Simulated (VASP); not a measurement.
# PtS2 (R-3m) in VASP: single point with PBE

Aim: the single point of PtS2 with PBE.

Program: VASP 6.6.1. These are calculated values, not measurements. Logs are shortened: lines on timing, memory, paths and dates and some standing lists are left out, and cuts for length are marked.

### 1 The cell of the first run

It takes space group R-3m (No. 166, trigonal). Conventional cell: a = 3.496 Å, b = 3.496 Å, c = 16.692 Å, α = 90.00°, β = 90.00°, γ = 120.00°. Within 3.1 Å of Pt (site symmetry -3m) lie 6 S at 2.38 Å. S (site symmetry 3m) has 3 Pt at 2.38 Å within 3.1 Å.

### 2 Single point, PBE (epitaxial xy strain -0.9%)

Input file INCAR:

```
ALGO = Normal
EDIFF = 1E-6
ENCUT = 520
GGA = PE
ISIF = 2
ISMEAR = -1
LASPH = True
LCHARG = True
LELF = True
LREAL = False
LVHAR = True
LWAVE = False
NBANDS = 18
NELM = 80
PREC = Accurate
SIGMA = 0.02
```

Input file KPOINTS:

```
k-points
0
Gamma
  8 8 8
```

Input file POSCAR:

```
PtS2
1.0
    1.7480335842      1.0092276604      5.5641376776
   -1.7480335842      1.0092276604      5.5641376776
    0.0000000000     -2.0184553208      5.5641376776
Pt S
1 2
Direct
    0.0000000000      0.0000000000      0.0000000000
    0.2577898882      0.2577898882      0.2577898882
    0.7422101118      0.7422101118      0.7422101118
```

Potentials or basis: VASP PAW PBE potentials, release 64 (Pt, S).

Started as:

```bash
cat potpaw_PBE.64/Pt/POTCAR potpaw_PBE.64/S/POTCAR > POTCAR
mpirun -np 1 vasp_std > vasp.out
```

OUTCAR:

```text
EDIFF = 1E-6
   ENCUT = 520
   GGA = PE
   ISIF = 2
   ISMEAR = -1
   LASPH = True
   LREAL = False
   NELM = 80
   PREC = Accurate

 ion  position               nearest neighbor table
   1  0.000  0.000  0.000-   3 2.38   3 2.38   2 2.38   2 2.38   3 2.38   2 2.38
   2  0.258  0.258  0.258-   1 2.38   1 2.38   1 2.38
   3  0.742  0.742  0.742-   1 2.38   1 2.38   1 2.38

  LATTYP: Found a trigonal (rhomboedric) cell.
 ALAT       =     5.9189348685
 COS(alpha) =     0.8255614700

  Lattice vectors:

 A1 = (   1.7480335842,   1.0092276604,   5.5641376776)
 A2 = (  -1.7480335842,   1.0092276604,   5.5641376776)
 A3 = (   0.0000000000,  -2.0184553208,   5.5641376776)

Analysis of symmetry for initial positions (statically):
=====================================================================
 Subroutine PRICEL returns:
 Original cell was already a primitive cell.

 Routine SETGRP: Setting up the symmetry group for a
 trigonal (rhombohedral) supercell.

 Subroutine GETGRP returns: Found 12 space group operations
 (whereof 12 operations were pure point group operations)
 out of a pool of 12 trial point group operations.

The static configuration has the point symmetry D_3d.

Analysis of symmetry for dynamics (positions and initial velocities):
=====================================================================
 Subroutine PRICEL returns:
 Original cell was already a primitive cell.

 Routine SETGRP: Setting up the symmetry group for a
 trigonal (rhombohedral) supercell.

 Subroutine GETGRP returns: Found 12 space group operations
 (whereof 12 operations were pure point group operations)
 out of a pool of 12 trial point group operations.

The dynamic configuration has the point symmetry D_3d.

 Subroutine INISYM returns: Found 12 space group operations
 (whereof 12 operations are pure point group operations),
 and found     1 'primitive' translations

----------------------------------------------------------------------------------------

                                     Primitive cell

  volume of cell :      58.8963

  direct lattice vectors                    reciprocal lattice vectors
     1.748033584  1.009227660  5.564137678     0.286035694  0.165142785  0.059907456
    -1.748033584  1.009227660  5.564137678    -0.286035694  0.165142785  0.059907456
     0.000000000 -2.018455321  5.564137678     0.000000000 -0.330285570  0.059907456

  length of vectors
     5.918934868  5.918934868  5.918934868     0.335674636  0.335674636  0.335674636

  position of ions in fractional coordinates (direct lattice)
     0.000000000  0.000000000  0.000000000
     0.257789888  0.257789888  0.257789888
     0.742210112  0.742210112  0.742210112

  ion indices of the primitive-cell ions
   primitive index   ion index
                 1           1
                 2           2
                 3           3

----------------------------------------------------------------------------------------

 KPOINTS: k-points

Automatic generation of k-mesh.
 Grid dimensions read from file:
 generate k-points for:    8    8    8

 Generating k-lattice:

  Cartesian coordinates                     Fractional coordinates (reciprocal lattice)
     0.035754462  0.020642848  0.007488432     0.125000000  0.000000000 -0.000000000
    -0.035754462  0.020642848  0.007488432     0.000000000  0.125000000 -0.000000000
     0.000000000 -0.041285696  0.007488432    -0.000000000 -0.000000000  0.125000000

  Length of vectors
     0.041959329  0.041959329  0.041959329

  Shift w.r.t. Gamma in fractional coordinates (k-lattice)
     0.000000000  0.000000000  0.000000000

 Subroutine IBZKPT returns following result:
 ===========================================

 Found     65 irreducible k-points:

 Following reciprocal coordinates:
            Coordinates               Weight
  0.000000  0.000000  0.000000      1.000000
  0.125000  0.000000 -0.000000      6.000000
  0.250000  0.000000 -0.000000      6.000000
  0.375000  0.000000 -0.000000      6.000000
  0.500000  0.000000 -0.000000      3.000000
  0.125000  0.125000 -0.000000      6.000000
[... 16 lines left out ...]
  0.250000  0.125000  0.125000      6.000000
  0.375000  0.125000  0.125000      6.000000
 [... further k-points ...]
   k-points           NKPTS =     65   k-points in BZ     NKDIM =     65   number of bands    NBANDS=     18
   number of dos      NEDOS =    301   number of ions     NIONS =      3
   total plane-waves  NPLWV = 110592
   dimension x,y,z NGX =    48 NGY =   48 NGZ =   48
   dimension x,y,z NGXF=    96 NGYF=   96 NGZF=   96
   ions per type =               1   2
   NGX,Y,Z   is equivalent  to a cutoff of  13.48, 13.48, 13.48 a.u.
   NGXF,Y,Z  is equivalent  to a cutoff of  26.96, 26.96, 26.96 a.u.
 SYSTEM =  unknown system
   PREC   = accura    normal or accurate (medium, high low for compatibility)
   ISTART =      0    job   : 0-new  1-cont  2-samecut
   ICHARG =      2    charge: 1-file 2-atom 10-const
   ISPIN  =      1    spin polarized calculation?
   LNONCOLLINEAR =      F non collinear calculations
   LSORBIT =      F    spin-orbit coupling
   LASPH  =      T    aspherical Exc in radial PAW
   ENCUT  =  520.0 eV  38.22 Ry    6.18 a.u.  11.01 11.01 11.01*2*pi/ulx,y,z
   NELM   =     80;   NELMIN=  2; NELMDL= -5     # of ELM steps
   EDIFF  = 0.1E-05   stopping-criterion for ELM
   LREAL  =      F    real-space projection
   EDIFFG = 0.1E-04   stopping-criterion for IOM
   NSW    =      0    number of steps for IOM
   IBRION =     -1    ionic relax: 0-MD 1-quasi-New 2-CG
   NFREE  =      0    steps in history (QN), initial steepest desc. (CG)
   ISIF   =      2    stress and relaxation
   ISYM   =      2    0-nonsym 1-usesym 2-fastsym
   POTIM  = 0.5000    time-step for ionic-motion
   TEBEG  =    0.0;   TEEND  =   0.0 temperature during run
   PSTRESS=    0.0 pullay stress
   NELECT =      22.0000    total number of electrons
   NUPDOWN=      -1.0000    fix difference up-down
   EMIN   =  10.00;   EMAX   =-10.00  energy-range for DOS
   EFERMI =   0.00;   METHOD = LEGACY
   ISMEAR =    -1;   SIGMA  =   0.02  broadening in eV -4-tet -1-fermi 0-gaus
   EFERMI_NEDOS =   21; number of points for ismear=-14 and -15
   IALGO  =     38    algorithm
   IMIX   =      4    mixing-type and parameters
     AMIX     =   0.40;   BMIX     =  1.00
     AMIX_MAG =   1.60;   BMIX_MAG =  1.00
  volume/ion in A,a.u.               =      19.63       132.48
  Fermi-wavevector in a.u.,A,eV,Ry     =   1.179016  2.228017 18.913171  1.390079
  Thomas-Fermi vector in A             =   2.315335
   LORBIT       =      0    0 simple, 1 ext, 2 COOP (PROOUT), +10 PAW based schemes
   GGA     = PE    functional components
   LHFCALC =     F    Hartree Fock is set to
   AEXX    =    0.0000 exact exchange contribution
   IVDW    =     0    specifies the selected vdW correction
   LEPSILON=     F    determine dielectric tensor
   LRPA    =     F    only Hartree local field effects (RPA)
 non-spin polarized calculation
  energy-cutoff  :      520.00
  volume of cell :       58.90
 maximum number of plane-waves:      1611
 NGX is ok and might be reduce to    48
   NGX = 23   NGY = 23   NGZ = 23

 number of electron      21.9999999 magnetization

 Free energy of the ion-electron system (eV)
  ---------------------------------------------------
  ext. energy  EPLUGINS =         0.00000000
  ---------------------------------------------------
  free energy    TOTEN  =       -15.38500911 eV

  energy without entropy =      -15.38500911  energy(sigma->0) =      -15.38500911

 E-fermi :   5.8904     XC(G=0): -10.1568

 val. band max:        5.4437670937   @ k =   0.2500   0.1250   0.1250
 cond. band min:       6.5104355051   @ k =  -0.2500   0.2500   0.0000
 fundamental gap:      1.0666684114
 Fermi energy:         5.8903934458

 k-point     1 :       0.0000    0.0000    0.0000
  band No.  band energies     occupation
      1      -9.2141      2.00000
      2      -6.7412      2.00000
      3      -0.8723      2.00000
      4      -0.5466      2.00000
      5      -0.5466      2.00000
      6       2.1045      2.00000
[... 10 lines left out ...]
     17      13.8673      0.00000
     18      16.9609      0.00000

 k-point     2 :       0.1250    0.0000   -0.0000
  band No.  band energies     occupation
      1      -9.0086      2.00000
      2      -6.8010      2.00000
      3      -0.6815      2.00000
      4      -0.4631      2.00000
      5      -0.4294      2.00000
      6       1.7925      2.00000
[... 10 lines left out ...]
     17      14.5202      0.00000
     18      16.3313      0.00000

 k-point     3 :       0.2500    0.0000   -0.0000
  band No.  band energies     occupation
      1      -8.4535      2.00000
      2      -6.9348      2.00000
      3      -0.5169      2.00000
      4      -0.1861      2.00000
      5       0.1423      2.00000
      6       0.8149      2.00000
[... 10 lines left out ...]
     17      15.3328      0.00000
     18      15.8276      0.00000

 k-point     4 :       0.3750    0.0000   -0.0000
  band No.  band energies     occupation
      1      -7.7934      2.00000
      2      -7.0266      2.00000
      3      -0.8883      2.00000
      4      -0.0627      2.00000
      5       0.2745      2.00000
      6       1.0384      2.00000
[... 375 lines left out ...]
      4      -0.5443      2.00000
      5      -0.5443      2.00000
      6       2.1049      2.00000
[... 10 lines left out ...]
     17      13.9237      0.00000
     18      16.5515      0.00000

 k-point    23 :       0.2500    0.1250    0.1250
  band No.  band energies     occupation
      1      -8.9720      2.00000
      2      -6.8807      2.00000
      3      -0.6730      2.00000
      4      -0.4237      2.00000
      5      -0.3187      2.00000
      6       1.7972      2.00000
[... 10 lines left out ...]
     17      14.5192      0.00000
     18      15.9178      0.00000

 k-point    24 :       0.3750    0.1250    0.1250
  band No.  band energies     occupation
      1      -8.4108      2.00000
      2      -7.0003      2.00000
      3      -0.6366      2.00000
      4      -0.1770      2.00000
      5       0.3699      2.00000
      6       0.7968      2.00000
[... 10 lines left out ...]
     17      15.2306      0.00000
     18      15.8351      0.00000

 [... further k-points ...]
[... 5 lines left out ...]
  --------------------------------------------------------------------------------------
  -------------------------------------------------------------------------------------
  Total        2.0487034      2.0487034      0.8459375      0.0000000     -0.0000000     -0.0000000
  in kB       55.7316169     55.7316169     23.0123418      0.0000000     -0.0000000     -0.0000000
  external PRESSURE =      44.8251919 kB  Pullay stress =       0.0000000 kB

 VOLUME and BASIS-vectors are now :
 -----------------------------------------------------------------------------
  energy-cutoff  :      520.00
  volume of cell :       58.90
      direct lattice vectors                 reciprocal lattice vectors
     1.748033584  1.009227660  5.564137678     0.286035694  0.165142785  0.059907456
    -1.748033584  1.009227660  5.564137678    -0.286035694  0.165142785  0.059907456
     0.000000000 -2.018455321  5.564137678     0.000000000 -0.330285570  0.059907456

 POSITION                                       TOTAL-FORCE (eV/Angst)
 -----------------------------------------------------------------------------------
      0.00000      0.00000      0.00000         0.000000      0.000000      0.000000
      0.00000      0.00000      4.30314         0.000000     -0.000000     -0.024063
      0.00000      0.00000     12.38928         0.000000      0.000000      0.024063
 -----------------------------------------------------------------------------------
    total drift:                               -0.000000     -0.000000      0.000000

  FREE ENERGIE OF THE ION-ELECTRON SYSTEM (eV)
  ---------------------------------------------------
  free  energy   TOTEN  =       -15.3850091061 eV

  energy  without entropy=      -15.3850091061  energy(sigma->0) =      -15.38500911
```

Run time: 69 s. Hardware: 1 thread of Intel Xeon Platinum 8559C (Emerald Rapids), shared host; peak memory 0.34 GiB.

Results:

* Free energy: -15.3850 eV
* Pressure: 4.5 GPa
* Largest force: 0.024 eV/Å
* Band gap on the k mesh: 1.07 eV, indirect (least direct gap 1.23 eV)

Forces on the atoms (eV/Å):
```
Pt   0.000  0.000  0.000
S    0.000  0.000 -0.024
S    0.000  0.000  0.024
```

Stress tensor (GPa, compression positive):
```
5.57 0.00 0.00
0.00 5.57 0.00
0.00 0.00 2.30
```

Levels at points of the mesh, in eV from the valence-band top:
```csv
k point,band 8,band 9,band 10,band 11,band 12,band 13,band 14,band 15
"(0.00, 0.00, 0.00)",-1.57,-0.53,-0.53,-0.12,2.80,2.80,5.55,5.78
"(0.50, 0.00, 0.00)",-2.51,-2.22,-2.22,-2.04,2.25,2.42,6.03,6.52
"(0.50, 0.50, 0.00)",-2.53,-2.41,-2.10,-1.68,2.85,2.99,4.44,6.01
"(0.50, 0.50, 0.50)",-2.06,-0.96,-0.67,-0.67,2.95,2.95,5.89,7.43
```

Caveat: the cell differs from its parent crystal (epitaxial xy strain -0.9%); spin-orbit coupling is left out, which moves the levels of the heavy elements. A k mesh can miss the band edges.
